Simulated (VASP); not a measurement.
Set up this calculation in VASP 6.6.1, as the native input.

- Task: single point
- Functional: r2SCAN
- Potentials or basis: VASP PAW PBE potentials, release 64 (Tl_d, S)
- Cutoff: 520 eV
- k mesh: 14 × 14 × 14
- Occupations: gaussian, width 0.15 eV
- Spin: no spin polarisation
- Dipole correction: no
- Further INCAR settings: ALGO = Normal; EDIFF = 1e-06; NBANDS = 16

TlS:

```
CELL_PARAMETERS angstrom
3.59564 0.00000 0.00000
0.00000 3.59564 0.00000
0.00000 0.00000 3.59564
ATOMIC_POSITIONS crystal
Tl 0.50000 0.50000 0.50000
S 0.00000 0.00000 0.00000
```

One way to write it, as run:

POSCAR

```
TlS
1.0
    3.5956350000      0.0000000000      0.0000000000
    0.0000000000      3.5956350000      0.0000000000
    0.0000000000      0.0000000000      3.5956350000
Tl S
1 1
Direct
    0.5000000000      0.5000000000      0.5000000000
    0.0000000000      0.0000000000      0.0000000000
```

INCAR.step1

```
  ALGO = Normal
  EDIFF = 1E-4
  ENCUT = 520
  GGA = PE
  ISMEAR = 0
  LASPH = T
  LCHARG = F
  LREAL = F
  LWAVE = T
  NBANDS = 16
  NELM = 100
  PREC = Accurate
  SIGMA = 0.15
```

INCAR.step2

```
  ALGO = Normal
  EDIFF = 1E-6
  ENCUT = 520
  ISIF = 2
  ISMEAR = 0
  ISTART = 1
  LASPH = T
  LCHARG = F
  LMIXTAU = T
  LREAL = F
  LWAVE = F
  METAGGA = R2SCAN
  NBANDS = 16
  NELM = 100
  PREC = Accurate
  SIGMA = 0.15
```

KPOINTS

```
k-points
0
Gamma
  14 14 14
```

Potentials or basis: VASP PAW PBE potentials, release 64 (Tl_d, S).

The run is started by

```console
$ cat potpaw_PBE.64/Tl_d/POTCAR potpaw_PBE.64/S/POTCAR > POTCAR
$ cp INCAR.step1 INCAR
$ mpirun -np 1 vasp_std > vasp.out
$ cp INCAR.step2 INCAR
$ mpirun -np 1 vasp_std > vasp.out
```

Results of the run:

| Quantity | Value |
| --- | --- |
| Pressure | -1.0 GPa |

Caveat: the PAW data sets were made with another functional, which shifts forces and pressure a little.

Run time: 110 s on 1 thread of Intel(R) Xeon(R) 6975P-C (Granite Rapids) (shared host), peak memory 0.22 GiB.
